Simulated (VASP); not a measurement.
# TiAl (Pm-3m) in VASP: further runs

The runs below take TiAl through single point, relaxation of cell and atoms, with r2SCAN.

All numbers are computed with VASP 6.6.1; they aren't measurements. Logs are shortened: lines on timing, memory, paths and dates and some standing lists are left out, and cuts for length are marked.

## (1) The cell of the first run

The structure is cubic, space group Pm-3m (No. 221). The conventional cell has a = 3.233 Å, b = 3.233 Å, c = 3.233 Å, α = 90.00°, β = 90.00°, γ = 90.00°. Ti (site symmetry m-3m) has 8 Al at 2.80 Å and 6 Ti at 3.23 Å within 3.7 Å. Within 3.7 Å of Al (site symmetry m-3m) lie 8 Ti at 2.80 Å and 6 Al at 3.23 Å.

## (2) Single point, r2SCAN (volume scaled by 1.06)

File POSCAR:

```
TiAl
1.0
    3.2334835512      0.0000000000      0.0000000000
    0.0000000000      3.2334835512      0.0000000000
    0.0000000000      0.0000000000      3.2334835512
Ti Al
1 1
Direct
    0.5000000000      0.5000000000      0.5000000000
    0.0000000000      0.0000000000      0.0000000000
```

File INCAR.step1:

```
PREC = Accurate
ENCUT = 520
ISMEAR = 0
SIGMA = 0.1
LREAL = F
LASPH = T
NELM = 100
NBANDS = 14
GGA = PE
ALGO = Normal
EDIFF = 1E-4
LWAVE = T
LCHARG = F
```

File INCAR.step2:

```
PREC = Accurate
ENCUT = 520
EDIFF = 1E-7
ISMEAR = 0
SIGMA = 0.1
LREAL = F
LASPH = T
NELM = 100
ALGO = Normal
ISIF = 2
LWAVE = F
LCHARG = F
METAGGA = R2SCAN
LMIXTAU = T
NBANDS = 14
ISTART = 1
```

File KPOINTS:

```
Automatic mesh
0
Gamma
  14 14 14
```

Potentials or basis: VASP PAW PBE potentials, release 64 (Ti_sv, Al).

Run with:

```sh
> cat potpaw_PBE.64/Ti_sv/POTCAR potpaw_PBE.64/Al/POTCAR > POTCAR
> cp INCAR.step1 INCAR
> mpirun -np 1 vasp_std > vasp.out
> cp INCAR.step2 INCAR
> mpirun -np 1 vasp_std > vasp.out
```

OUTCAR:

```text
PREC = Accurate
   ENCUT = 520
   EDIFF = 1E-7
   ISMEAR = 0
   LREAL = F
   LASPH = T
   NELM = 100
   ISIF = 2
   METAGGA = R2SCAN
   ISTART = 1

 ion  position               nearest neighbor table
   1  0.500  0.500  0.500-   2 2.80   2 2.80   2 2.80   2 2.80   2 2.80   2 2.80   2 2.80   2 2.80

   2  0.000  0.000  0.000-   1 2.80   1 2.80   1 2.80   1 2.80   1 2.80   1 2.80   1 2.80   1 2.80

  LATTYP: Found a simple cubic cell.
 ALAT       =     3.2334835512

  Lattice vectors:

 A1 = (   3.2334835512,   0.0000000000,   0.0000000000)
 A2 = (   0.0000000000,   3.2334835512,   0.0000000000)
 A3 = (   0.0000000000,   0.0000000000,   3.2334835512)

Analysis of symmetry for initial positions (statically):
=====================================================================
 Subroutine PRICEL returns:
 Original cell was already a primitive cell.

 Routine SETGRP: Setting up the symmetry group for a
 simple cubic supercell.

 Subroutine GETGRP returns: Found 48 space group operations
 (whereof 48 operations were pure point group operations)
 out of a pool of 48 trial point group operations.

The static configuration has the point symmetry O_h .

Analysis of symmetry for dynamics (positions and initial velocities):
=====================================================================
 Subroutine PRICEL returns:
 Original cell was already a primitive cell.

 Routine SETGRP: Setting up the symmetry group for a
 simple cubic supercell.

 Subroutine GETGRP returns: Found 48 space group operations
 (whereof 48 operations were pure point group operations)
 out of a pool of 48 trial point group operations.

The dynamic configuration has the point symmetry O_h .

 Subroutine INISYM returns: Found 48 space group operations
 (whereof 48 operations are pure point group operations),
 and found     1 'primitive' translations

----------------------------------------------------------------------------------------

                                     Primitive cell

  volume of cell :      33.8074

  direct lattice vectors                    reciprocal lattice vectors
     3.233483551  0.000000000  0.000000000     0.309263982  0.000000000  0.000000000
     0.000000000  3.233483551  0.000000000     0.000000000  0.309263982  0.000000000
     0.000000000  0.000000000  3.233483551     0.000000000  0.000000000  0.309263982

  length of vectors
     3.233483551  3.233483551  3.233483551     0.309263982  0.309263982  0.309263982

  position of ions in fractional coordinates (direct lattice)
     0.500000000  0.500000000  0.500000000
     0.000000000  0.000000000  0.000000000

  ion indices of the primitive-cell ions
   primitive index   ion index
                 1           1
                 2           2

----------------------------------------------------------------------------------------

 KPOINTS: Automatic mesh

Automatic generation of k-mesh.
 Grid dimensions read from file:
 generate k-points for:   14   14   14

 Generating k-lattice:

  Cartesian coordinates                     Fractional coordinates (reciprocal lattice)
     0.022090284  0.000000000  0.000000000     0.071428571  0.000000000  0.000000000
     0.000000000  0.022090284  0.000000000     0.000000000  0.071428571  0.000000000
     0.000000000  0.000000000  0.022090284     0.000000000  0.000000000  0.071428571

  Length of vectors
     0.022090284  0.022090284  0.022090284

  Shift w.r.t. Gamma in fractional coordinates (k-lattice)
     0.000000000  0.000000000  0.000000000

 Subroutine IBZKPT returns following result:
 ===========================================

 Found    120 irreducible k-points:

 Following reciprocal coordinates:
            Coordinates               Weight
  0.000000  0.000000  0.000000      1.000000
  0.071429  0.000000  0.000000      6.000000
  0.142857  0.000000  0.000000      6.000000
  0.214286  0.000000  0.000000      6.000000
  0.285714  0.000000  0.000000      6.000000
  0.357143  0.000000  0.000000      6.000000
[... 16 lines left out ...]
  0.285714  0.214286  0.000000     24.000000
  0.357143  0.214286  0.000000     24.000000
 [... further k-points ...]
   k-points           NKPTS =    120   k-points in BZ     NKDIM =    120   number of bands    NBANDS=     14
   number of dos      NEDOS =    301   number of ions     NIONS =      2
   total plane-waves  NPLWV =  13824
   dimension x,y,z NGX =    24 NGY =   24 NGZ =   24
   dimension x,y,z NGXF=    48 NGYF=   48 NGZF=   48
   ions per type =               1   1
   NGX,Y,Z   is equivalent  to a cutoff of  12.34, 12.34, 12.34 a.u.
   NGXF,Y,Z  is equivalent  to a cutoff of  24.68, 24.68, 24.68 a.u.
 SYSTEM =  unknown system
   PREC   = accura    normal or accurate (medium, high low for compatibility)
   ISTART =      1    job   : 0-new  1-cont  2-samecut
   ICHARG =      0    charge: 1-file 2-atom 10-const
   ISPIN  =      1    spin polarized calculation?
   LNONCOLLINEAR =      F non collinear calculations
   LSORBIT =      F    spin-orbit coupling
   LASPH  =      T    aspherical Exc in radial PAW
   ENCUT  =  520.0 eV  38.22 Ry    6.18 a.u.   6.01  6.01  6.01*2*pi/ulx,y,z
   NELM   =    100;   NELMIN=  2; NELMDL=  0     # of ELM steps
   EDIFF  = 0.1E-06   stopping-criterion for ELM
   LREAL  =      F    real-space projection
   EDIFFG = 0.1E-05   stopping-criterion for IOM
   NSW    =      0    number of steps for IOM
   IBRION =     -1    ionic relax: 0-MD 1-quasi-New 2-CG
   NFREE  =      0    steps in history (QN), initial steepest desc. (CG)
   ISIF   =      2    stress and relaxation
   ISYM   =      2    0-nonsym 1-usesym 2-fastsym
   POTIM  = 0.5000    time-step for ionic-motion
   TEBEG  =    0.0;   TEEND  =   0.0 temperature during run
   PSTRESS=    0.0 pullay stress
   NELECT =      15.0000    total number of electrons
   NUPDOWN=      -1.0000    fix difference up-down
   EMIN   =  10.00;   EMAX   =-10.00  energy-range for DOS
   EFERMI =   0.00;   METHOD = LEGACY
   ISMEAR =     0;   SIGMA  =   0.10  broadening in eV -4-tet -1-fermi 0-gaus
   EFERMI_NEDOS =   21; number of points for ismear=-14 and -15
   IALGO  =     38    algorithm
   IMIX   =      4    mixing-type and parameters
     AMIX     =   0.40;   BMIX     =  1.00
     AMIX_MAG =   1.60;   BMIX_MAG =  1.00
  volume/ion in A,a.u.               =      16.90       114.07
  Fermi-wavevector in a.u.,A,eV,Ry     =   1.248632  2.359573 21.212610  1.559083
  Thomas-Fermi vector in A             =   2.382710
   LORBIT       =      0    0 simple, 1 ext, 2 COOP (PROOUT), +10 PAW based schemes
   METAGGA = R2SCAN    functional components
   LHFCALC =     F    Hartree Fock is set to
   AEXX    =    0.0000 exact exchange contribution
   IVDW    =     0    specifies the selected vdW correction
   LEPSILON=     F    determine dielectric tensor
   LRPA    =     F    only Hartree local field effects (RPA)
 non-spin polarized calculation
 Gauss-broadening in eV      SIGMA  =   0.10
  energy-cutoff  :      520.00
  volume of cell :       33.81
 maximum number of plane-waves:       931
   NGX = 13   NGY = 13   NGZ = 13

 number of electron      15.0000000 magnetization

 Free energy of the ion-electron system (eV)
  ---------------------------------------------------
  ext. energy  EPLUGINS =         0.00000000
  ---------------------------------------------------
  free energy    TOTEN  =       -20.27896702 eV

  energy without entropy =      -20.26791362  energy(sigma->0) =      -20.27344032

 E-fermi :   8.3209     XC(G=0): -11.6683

 val. band max:        8.3139831654   @ k =   0.5000   0.2857   0.2143
 cond. band min:       8.3254573315   @ k =   0.2857   0.2143   0.2143
 fundamental gap:      0.0114741661
 Fermi energy:         8.3208537155

 k-point     1 :       0.0000    0.0000    0.0000
  band No.  band energies     occupation
      1     -51.0843      2.00000
      2     -26.2413      2.00000
      3     -26.2413      2.00000
      4     -26.2413      2.00000
      5      -1.3287      2.00000
      6       6.8072      2.00000
      7       6.8072      2.00000
      8      10.2336      0.00000
      9      10.2336      0.00000
     10      10.2336      0.00000
     11      12.6776      0.00000
     12      12.6776      0.00000
     13      12.6776      0.00000
     14      17.0760      0.00000

 k-point     2 :       0.0714    0.0000    0.0000
  band No.  band energies     occupation
      1     -51.0836      2.00000
      2     -26.2489      2.00000
      3     -26.2406      2.00000
      4     -26.2406      2.00000
      5      -1.2466      2.00000
      6       6.7573      2.00000
      7       6.8443      2.00000
      8      10.0855      0.00000
      9      10.0855      0.00000
     10      10.2430      0.00000
     11      12.3140      0.00000
     12      12.8872      0.00000
     13      12.8872      0.00000
     14      16.9781      0.00000

 k-point     3 :       0.1429    0.0000    0.0000
  band No.  band energies     occupation
      1     -51.0819      2.00000
      2     -26.2701      2.00000
      3     -26.2388      2.00000
      4     -26.2388      2.00000
      5      -1.0024      2.00000
      6       6.5590      2.00000
      7       6.9514      2.00000
      8       9.7506      0.00000
      9       9.7506      0.00000
     10      10.2695      0.00000
     11      11.6220      0.00000
     12      13.4091      0.00000
     13      13.4091      0.00000
     14      16.6987      0.00000
[... 324 lines left out ...]
 k-point    23 :       0.2857    0.2143    0.0000
  band No.  band energies     occupation
      1     -51.0716      2.00000
      2     -26.3276      2.00000
      3     -26.2907      2.00000
      4     -26.2281      2.00000
      5       0.5911      2.00000
      6       5.8063      2.00000
      7       6.7666      2.00000
      8       8.4145      0.18537
      9       9.1733      0.00000
     10       9.7599      0.00000
     11      11.2612      0.00000
     12      12.8476      0.00000
     13      15.8353      0.00000
     14      16.4042      0.00000

 k-point    24 :       0.3571    0.2143    0.0000
  band No.  band energies     occupation
      1     -51.0691      2.00000
      2     -26.3572      2.00000
      3     -26.2875      2.00000
      4     -26.2255      2.00000
      5       1.2109      2.00000
      6       4.9454      2.00000
      7       7.0644      2.00000
      8       8.2516      1.67228
      9       8.9710      0.00000
     10       9.7992      0.00000
     11      11.1205      0.00000
     12      13.3113      0.00000
     13      15.8905      0.00000
     14      16.5009      0.00000

 [... further k-points ...]

------------------------ aborting loop because EDIFF is reached ----------------------------------------

  FORCE on cell =-STRESS in cart. coord.  units (eV):
  Direction    XX          YY          ZZ          XY          YZ          ZX
  --------------------------------------------------------------------------------------
  -------------------------------------------------------------------------------------
  Total       -1.2899341     -1.2899341     -1.2899341     -0.0000000      0.0000000     -0.0000000
  in kB      -61.1316516    -61.1316516    -61.1316516     -0.0000000      0.0000000     -0.0000000
  external PRESSURE =     -61.1316516 kB  Pullay stress =       0.0000000 kB

 VOLUME and BASIS-vectors are now :
 -----------------------------------------------------------------------------
  energy-cutoff  :      520.00
  volume of cell :       33.81
      direct lattice vectors                 reciprocal lattice vectors
     3.233483551  0.000000000  0.000000000     0.309263982  0.000000000  0.000000000
     0.000000000  3.233483551  0.000000000     0.000000000  0.309263982  0.000000000
     0.000000000  0.000000000  3.233483551     0.000000000  0.000000000  0.309263982

 POSITION                                       TOTAL-FORCE (eV/Angst)
 -----------------------------------------------------------------------------------
      1.61674      1.61674      1.61674         0.000000      0.000000      0.000000
      0.00000      0.00000      0.00000         0.000000      0.000000      0.000000
 -----------------------------------------------------------------------------------
    total drift:                                0.000000      0.000000     -0.000000

  FREE ENERGIE OF THE ION-ELECTRON SYSTEM (eV)
  ---------------------------------------------------
  free  energy   TOTEN  =       -20.2789670156 eV

  energy  without entropy=      -20.2679136240  energy(sigma->0) =      -20.27344032
```

It took 73 s on 1 thread of Intel Xeon 6975P-C (Granite Rapids), shared host; peak memory 0.18 GiB.

What came out:

```
Free energy : -20.2790 eV
Pressure    : -6.1 GPa
```

Caveat: the PAW data sets were made with another functional, which shifts forces and pressure a little.

## (3) Single point, r2SCAN (volume scaled by 1.10)

File POSCAR:

```
TiAl
1.0
    3.2736551564      0.0000000000      0.0000000000
    0.0000000000      3.2736551564      0.0000000000
    0.0000000000      0.0000000000      3.2736551564
Ti Al
1 1
Direct
    0.5000000000      0.5000000000      0.5000000000
    0.0000000000      0.0000000000      0.0000000000
```

File INCAR.step1:

```
  PREC = Accurate
  ENCUT = 520
  ISMEAR = 0
  SIGMA = 0.1
  LREAL = False
  LASPH = True
  NELM = 60
  NBANDS = 14
  GGA = PE
  ALGO = Normal
  EDIFF = 1E-4
  LWAVE = True
  LCHARG = False
```

File INCAR.step2:

```
  PREC = Accurate
  ENCUT = 520
  EDIFF = 1E-6
  ISMEAR = 0
  SIGMA = 0.1
  LREAL = False
  LASPH = True
  NELM = 60
  ALGO = Normal
  ISIF = 2
  LWAVE = False
  LCHARG = True
  METAGGA = R2SCAN
  LMIXTAU = True
  LELF = True
  LVHAR = True
  NBANDS = 14
  ISTART = 1
```

File KPOINTS:

```
regular mesh
0
Gamma
  14 14 14
```

Potentials or basis: VASP PAW PBE potentials, release 64 (Ti_sv, Al).

Run with:

```sh
> cat potpaw_PBE.64/Ti_sv/POTCAR potpaw_PBE.64/Al/POTCAR > POTCAR
> cp INCAR.step1 INCAR
> mpirun -np 1 vasp_std > vasp.out
> cp INCAR.step2 INCAR
> mpirun -np 1 vasp_std > vasp.out
```

OUTCAR:

```text
PREC = Accurate
   ENCUT = 520
   EDIFF = 1E-6
   ISMEAR = 0
   LREAL = False
   LASPH = True
   NELM = 60
   ISIF = 2
   METAGGA = R2SCAN
   ISTART = 1

 ion  position               nearest neighbor table
   1  0.500  0.500  0.500-   2 2.84   2 2.84   2 2.84   2 2.84   2 2.84   2 2.84   2 2.84   2 2.84

   2  0.000  0.000  0.000-   1 2.84   1 2.84   1 2.84   1 2.84   1 2.84   1 2.84   1 2.84   1 2.84

  LATTYP: Found a simple cubic cell.
 ALAT       =     3.2736551564

  Lattice vectors:

[... 595 lines left out ...]
------------------------ aborting loop because EDIFF is reached ----------------------------------------

  FORCE on cell =-STRESS in cart. coord.  units (eV):
  Direction    XX          YY          ZZ          XY          YZ          ZX
  --------------------------------------------------------------------------------------
  -------------------------------------------------------------------------------------
  Total       -2.0482855     -2.0482855     -2.0482855      0.0000000     -0.0000000     -0.0000000
  in kB      -93.5410585    -93.5410585    -93.5410585      0.0000000     -0.0000000     -0.0000000
  external PRESSURE =     -93.5410585 kB  Pullay stress =       0.0000000 kB

 VOLUME and BASIS-vectors are now :
 -----------------------------------------------------------------------------
  energy-cutoff  :      520.00
  volume of cell :       35.08
      direct lattice vectors                 reciprocal lattice vectors
     3.273655156  0.000000000  0.000000000     0.305468949  0.000000000  0.000000000
     0.000000000  3.273655156  0.000000000     0.000000000  0.305468949  0.000000000
     0.000000000  0.000000000  3.273655156     0.000000000  0.000000000  0.305468949

 POSITION                                       TOTAL-FORCE (eV/Angst)
 -----------------------------------------------------------------------------------
      1.63683      1.63683      1.63683         0.000000      0.000000      0.000000
      0.00000      0.00000      0.00000         0.000000      0.000000      0.000000
 -----------------------------------------------------------------------------------
    total drift:                                0.000000      0.000000     -0.000000

  FREE ENERGIE OF THE ION-ELECTRON SYSTEM (eV)
  ---------------------------------------------------
  free  energy   TOTEN  =       -20.2171197709 eV

  energy  without entropy=      -20.2055490210  energy(sigma->0) =      -20.21133440
```

OUTCAR.step1:

```text
PREC = Accurate
   ENCUT = 520
   ISMEAR = 0
   LREAL = False
   LASPH = True
[... 630 lines left out ...]
      1.63683      1.63683      1.63683         0.000000      0.000000      0.000000
      0.00000      0.00000      0.00000         0.000000      0.000000      0.000000
 -----------------------------------------------------------------------------------
    total drift:                                0.000000      0.000000     -0.000000

  FREE ENERGIE OF THE ION-ELECTRON SYSTEM (eV)
  ---------------------------------------------------
  free  energy   TOTEN  =       -12.0463403219 eV

  energy  without entropy=      -12.0329364540  energy(sigma->0) =      -12.03963839
```

Wall time 54 s (1 thread of Intel Xeon 6975P-C (Granite Rapids), shared host); peak memory 0.19 GiB.

What came out:

* Free energy: -20.2171 eV
* Pressure: -9.4 GPa

Levels at points of the mesh, in eV from the Fermi level:
```
           k point  band 5  band 6  band 7  band 8  band 9  band 10
(0.00, 0.00, 0.00)   -9.48   -1.43   -1.43    1.83    1.83     1.83
(0.50, 0.00, 0.00)   -6.32   -5.35   -0.58    0.25    0.25     2.01
(0.50, 0.50, 0.00)   -5.01   -2.38   -2.38   -1.53    0.81     0.81
(0.50, 0.50, 0.50)   -3.01   -3.01   -3.01    0.40    2.54     2.54
```

Caveat: the PAW data sets were made with another functional, which shifts forces and pressure a little.

[end of part 1 of 2]
